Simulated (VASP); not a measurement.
# BP (rocksalt type) (Fm-3m) in VASP: a series of runs

The runs below take BP (rocksalt type) through electric field gradients, with PBE.

Everything below comes from runs of VASP 6.6.1. Logs are shortened: lines on timing, memory, paths and dates and some standing lists are left out, and cuts for length are marked.

### Step 1. The cell of the first run

It takes space group Fm-3m (No. 225, cubic). Conventional cell: a = 4.232 Å, b = 4.232 Å, c = 4.232 Å, α = 90.00°, β = 90.00°, γ = 90.00°. Within 2.8 Å of B (site symmetry m-3m) lie 6 P at 2.12 Å. P (site symmetry m-3m) has 6 B at 2.12 Å within 2.8 Å.

### Step 2. Electric field gradients, PBE (volume scaled by 0.9405)

INCAR reads:

```
PREC = Accurate
ENCUT = 520
EDIFF = 1E-8
ISMEAR = -1
SIGMA = 0.05
LREAL = F
LASPH = T
NELM = 60
ALGO = Normal
ISIF = 2
LWAVE = F
LCHARG = F
GGA = PE
LEFG = T
NBANDS = 11
```

KPOINTS reads:

```
Automatic mesh
0
Gamma
  16 16 16
```

POSCAR reads:

```
BP
1.0
    0.0000000000      2.1160848610      2.1160848610
    2.1160848610      0.0000000000      2.1160848610
    2.1160848610      2.1160848610      0.0000000000
B P
1 1
Direct
    0.0000000000      0.0000000000      0.0000000000
    0.5000000000      0.5000000000      0.5000000000
```

Potentials or basis: VASP PAW PBE potentials, release 64 (B, P).

Command:

```
cat potpaw_PBE.64/B/POTCAR potpaw_PBE.64/P/POTCAR > POTCAR
mpirun -np 1 vasp_std > vasp.out
```

OUTCAR:

```text
PREC = Accurate
   ENCUT = 520
   EDIFF = 1E-8
   ISMEAR = -1
   LREAL = F
   LASPH = T
   NELM = 60
   ISIF = 2
   GGA = PE

 ion  position               nearest neighbor table
   1  0.000  0.000  0.000-   2 2.12   2 2.12   2 2.12   2 2.12   2 2.12   2 2.12
   2  0.500  0.500  0.500-   1 2.12   1 2.12   1 2.12   1 2.12   1 2.12   1 2.12

  LATTYP: Found a face centered cubic cell.
 ALAT       =     4.2321697220

  Lattice vectors:

 A1 = (   0.0000000000,   2.1160848610,   2.1160848610)
 A2 = (   2.1160848610,   0.0000000000,   2.1160848610)
 A3 = (   2.1160848610,   2.1160848610,   0.0000000000)

Analysis of symmetry for initial positions (statically):
=====================================================================
 Subroutine PRICEL returns:
 Original cell was already a primitive cell.

 Routine SETGRP: Setting up the symmetry group for a
 face centered cubic supercell.

 Subroutine GETGRP returns: Found 48 space group operations
 (whereof 48 operations were pure point group operations)
 out of a pool of 48 trial point group operations.

The static configuration has the point symmetry O_h .

Analysis of symmetry for dynamics (positions and initial velocities):
=====================================================================
 Subroutine PRICEL returns:
 Original cell was already a primitive cell.

 Routine SETGRP: Setting up the symmetry group for a
 face centered cubic supercell.

 Subroutine GETGRP returns: Found 48 space group operations
 (whereof 48 operations were pure point group operations)
 out of a pool of 48 trial point group operations.

The dynamic configuration has the point symmetry O_h .

 Subroutine INISYM returns: Found 48 space group operations
 (whereof 48 operations are pure point group operations),
 and found     1 'primitive' translations

----------------------------------------------------------------------------------------

                                     Primitive cell

  volume of cell :      18.9509

  direct lattice vectors                    reciprocal lattice vectors
     0.000000000  2.116084861  2.116084861    -0.236285420  0.236285420  0.236285420
     2.116084861  0.000000000  2.116084861     0.236285420 -0.236285420  0.236285420
     2.116084861  2.116084861  0.000000000     0.236285420  0.236285420 -0.236285420

  length of vectors
     2.992595910  2.992595910  2.992595910     0.409258352  0.409258352  0.409258352

  position of ions in fractional coordinates (direct lattice)
     0.000000000  0.000000000  0.000000000
     0.500000000  0.500000000  0.500000000

  ion indices of the primitive-cell ions
   primitive index   ion index
                 1           1
                 2           2

----------------------------------------------------------------------------------------

 KPOINTS: Automatic mesh

Automatic generation of k-mesh.
 Grid dimensions read from file:
 generate k-points for:   16   16   16

 Generating k-lattice:

  Cartesian coordinates                     Fractional coordinates (reciprocal lattice)
    -0.014767839  0.014767839  0.014767839     0.062500000  0.000000000  0.000000000
     0.014767839 -0.014767839  0.014767839     0.000000000  0.062500000  0.000000000
     0.014767839  0.014767839 -0.014767839     0.000000000  0.000000000  0.062500000

  Length of vectors
     0.025578647  0.025578647  0.025578647

  Shift w.r.t. Gamma in fractional coordinates (k-lattice)
     0.000000000  0.000000000  0.000000000

 Subroutine IBZKPT returns following result:
 ===========================================

 Found    145 irreducible k-points:

 Following reciprocal coordinates:
            Coordinates               Weight
  0.000000  0.000000  0.000000      1.000000
  0.062500  0.000000  0.000000      8.000000
  0.125000  0.000000  0.000000      8.000000
  0.187500  0.000000  0.000000      8.000000
  0.250000  0.000000  0.000000      8.000000
  0.312500  0.000000  0.000000      8.000000
[... 16 lines left out ...]
 -0.125000  0.062500  0.000000     24.000000
 -0.062500  0.062500  0.000000     12.000000
 [... further k-points ...]
   k-points           NKPTS =    145   k-points in BZ     NKDIM =    145   number of bands    NBANDS=     11
   number of dos      NEDOS =    301   number of ions     NIONS =      2
   total plane-waves  NPLWV =  13824
   dimension x,y,z NGX =    24 NGY =   24 NGZ =   24
   dimension x,y,z NGXF=    48 NGYF=   48 NGZF=   48
   ions per type =               1   1
   NGX,Y,Z   is equivalent  to a cutoff of  13.33, 13.33, 13.33 a.u.
   NGXF,Y,Z  is equivalent  to a cutoff of  26.67, 26.67, 26.67 a.u.
 SYSTEM =  unknown system
   PREC   = accura    normal or accurate (medium, high low for compatibility)
   ISTART =      0    job   : 0-new  1-cont  2-samecut
   ICHARG =      2    charge: 1-file 2-atom 10-const
   ISPIN  =      1    spin polarized calculation?
   LNONCOLLINEAR =      F non collinear calculations
   LSORBIT =      F    spin-orbit coupling
   LASPH  =      T    aspherical Exc in radial PAW
   ENCUT  =  520.0 eV  38.22 Ry    6.18 a.u.   5.56  5.56  5.56*2*pi/ulx,y,z
   NELM   =     60;   NELMIN=  2; NELMDL= -5     # of ELM steps
   EDIFF  = 0.1E-07   stopping-criterion for ELM
   LREAL  =      F    real-space projection
   EDIFFG = 0.1E-06   stopping-criterion for IOM
   NSW    =      0    number of steps for IOM
   IBRION =     -1    ionic relax: 0-MD 1-quasi-New 2-CG
   NFREE  =      0    steps in history (QN), initial steepest desc. (CG)
   ISIF   =      2    stress and relaxation
   ISYM   =      2    0-nonsym 1-usesym 2-fastsym
   POTIM  = 0.5000    time-step for ionic-motion
   TEBEG  =    0.0;   TEEND  =   0.0 temperature during run
   PSTRESS=    0.0 pullay stress
   NELECT =       8.0000    total number of electrons
   NUPDOWN=      -1.0000    fix difference up-down
   EMIN   =  10.00;   EMAX   =-10.00  energy-range for DOS
   EFERMI =   0.00;   METHOD = LEGACY
   ISMEAR =    -1;   SIGMA  =   0.05  broadening in eV -4-tet -1-fermi 0-gaus
   EFERMI_NEDOS =   21; number of points for ismear=-14 and -15
   IALGO  =     38    algorithm
   IMIX   =      4    mixing-type and parameters
     AMIX     =   0.40;   BMIX     =  1.00
     AMIX_MAG =   1.60;   BMIX_MAG =  1.00
  volume/ion in A,a.u.               =       9.48        63.94
  Fermi-wavevector in a.u.,A,eV,Ry     =   1.228085  2.320744 20.520207  1.508193
  Thomas-Fermi vector in A             =   2.363024
   LORBIT       =      0    0 simple, 1 ext, 2 COOP (PROOUT), +10 PAW based schemes
   GGA     = PE    functional components
   LHFCALC =     F    Hartree Fock is set to
   AEXX    =    0.0000 exact exchange contribution
   IVDW    =     0    specifies the selected vdW correction
   LEPSILON=     F    determine dielectric tensor
   LRPA    =     F    only Hartree local field effects (RPA)
 non-spin polarized calculation
  energy-cutoff  :      520.00
  volume of cell :       18.95
 maximum number of plane-waves:       531
 NGX is ok and might be reduce to    24
   NGX = 11   NGY = 11   NGZ = 11

 number of electron       8.0000001 magnetization

 Free energy of the ion-electron system (eV)
  ---------------------------------------------------
  ext. energy  EPLUGINS =         0.00000000
  ---------------------------------------------------
  free energy    TOTEN  =       -10.76890263 eV

  energy without entropy =      -10.76402621  energy(sigma->0) =      -10.76646442

 E-fermi :  10.6061     XC(G=0): -12.2095

 val. band max:       10.6007753430   @ k =   0.1250   0.0625   0.0000
 cond. band min:      10.6087078154   @ k =   0.0000   0.0000   0.0000
 fundamental gap:      0.0079324724
 Fermi energy:        10.6060658508

 k-point     1 :       0.0000    0.0000    0.0000
  band No.  band energies     occupation
      1      -7.0197      2.00000
      2      10.6087      0.97359
      3      10.6087      0.97359
      4      10.6087      0.97358
      5      18.1850      0.00000
      6      18.4406      0.00000
      7      18.4406      0.00000
      8      18.4406      0.00000
      9      19.6758      0.00000
     10      19.6758      0.00000
     11      19.6758      0.00000
[... 309 lines left out ...]
 k-point    24 :      -0.0625    0.0625    0.0000
  band No.  band energies     occupation
      1      -6.7879      2.00000
      2       9.5153      2.00000
      3       9.9244      2.00000
      4      10.8316      0.02175
      5      17.4094      0.00000
      6      18.0279      0.00000
      7      18.3823      0.00000
      8      18.6884      0.00000
      9      18.7767      0.00000
     10      19.8593      0.00000
     11      19.8626      0.00000

 [... further k-points ...]

------------------------ aborting loop because EDIFF is reached ----------------------------------------

  FORCE on cell =-STRESS in cart. coord.  units (eV):
  Direction    XX          YY          ZZ          XY          YZ          ZX
  --------------------------------------------------------------------------------------
  -------------------------------------------------------------------------------------
  Total        1.3064818      1.3064818      1.3064818      0.0000000      0.0000000     -0.0000000
  in kB      110.4548304    110.4548304    110.4548304      0.0000000      0.0000000     -0.0000000
  external PRESSURE =     110.4548304 kB  Pullay stress =       0.0000000 kB

 VOLUME and BASIS-vectors are now :
 -----------------------------------------------------------------------------
  energy-cutoff  :      520.00
  volume of cell :       18.95
      direct lattice vectors                 reciprocal lattice vectors
     0.000000000  2.116084861  2.116084861    -0.236285420  0.236285420  0.236285420
     2.116084861  0.000000000  2.116084861     0.236285420 -0.236285420  0.236285420
     2.116084861  2.116084861  0.000000000     0.236285420  0.236285420 -0.236285420

 POSITION                                       TOTAL-FORCE (eV/Angst)
 -----------------------------------------------------------------------------------
      0.00000      0.00000      0.00000         0.000000     -0.000000     -0.000000
      2.11608      2.11608      2.11608        -0.000000      0.000000      0.000000
 -----------------------------------------------------------------------------------
    total drift:                                0.000000     -0.000000     -0.000000

  FREE ENERGIE OF THE ION-ELECTRON SYSTEM (eV)
  ---------------------------------------------------
  free  energy   TOTEN  =       -10.7689026311 eV

  energy  without entropy=      -10.7640262147  energy(sigma->0) =      -10.76646442

 Electric field gradients (V/A^2)
---------------------------------------------------------------------
 ion       V_xx      V_yy      V_zz      V_xy      V_xz      V_yz
---------------------------------------------------------------------
   1       0.000     0.000     0.000    -0.000    -0.000    -0.000
   2      -0.000    -0.000    -0.000     0.000     0.000     0.000
---------------------------------------------------------------------

 Electric field gradients after diagonalization (V/A^2)
 (convention: |V_zz| > |V_xx| > |V_yy|)
----------------------------------------------------------------------
 ion       V_xx      V_yy      V_zz     asymmetry (V_yy - V_xx)/ V_zz
----------------------------------------------------------------------
   1       0.000     0.000    -0.000       0.000
   2      -0.000    -0.000     0.000       0.000
----------------------------------------------------------------------

           NMR quadrupolar parameters

 Cq : quadrupolar parameter    Cq=e*Q*V_zz/h
 eta: asymmetry parameters     (V_yy - V_xx)/ V_zz
 Q  : nuclear electric quadrupole moment in mb (millibarn)
----------------------------------------------------------------------
 ion       Cq(MHz)       eta       Q (mb)
----------------------------------------------------------------------
   1      -0.000       0.000       1.000
   2       0.000       0.000       1.000
----------------------------------------------------------------------
```

Run time: 24 s. Hardware: 1 thread of AMD EPYC 7R13 (Zen 3), shared host; peak memory 0.12 GiB.

What came out:

| Item | Value |
| --- | --- |
| Free energy | -10.7689 eV |
| Pressure | 11.0 GPa |
| Band gap on the k mesh | zero (band 4 reaches 11.86 eV, above the bottom of band 5 at 7.93 eV) |

Levels at points of the mesh, in eV from the Fermi level:
| k point | band 1 | band 2 | band 3 | band 4 | band 5 | band 6 | band 7 | band 8 |
| --- | --- | --- | --- | --- | --- | --- | --- | --- |
| (0.00, 0.00, 0.00) | -17.63 | 0.00 | 0.00 | 0.00 | 7.58 | 7.83 | 7.83 | 7.83 |
| (0.50, 0.00, 0.00) | -12.91 | -11.14 | 0.49 | 0.49 | 1.23 | 1.23 | 5.44 | 7.51 |
| (0.50, 0.50, 0.00) | -10.86 | -9.61 | -4.54 | -4.54 | -2.67 | 2.28 | 12.74 | 12.74 |

Caveat: without QUAD_EFG the Cq values of the log hold for a quadrupole moment of 1 mb, not for the nuclei.

[end of part 1 of 2]
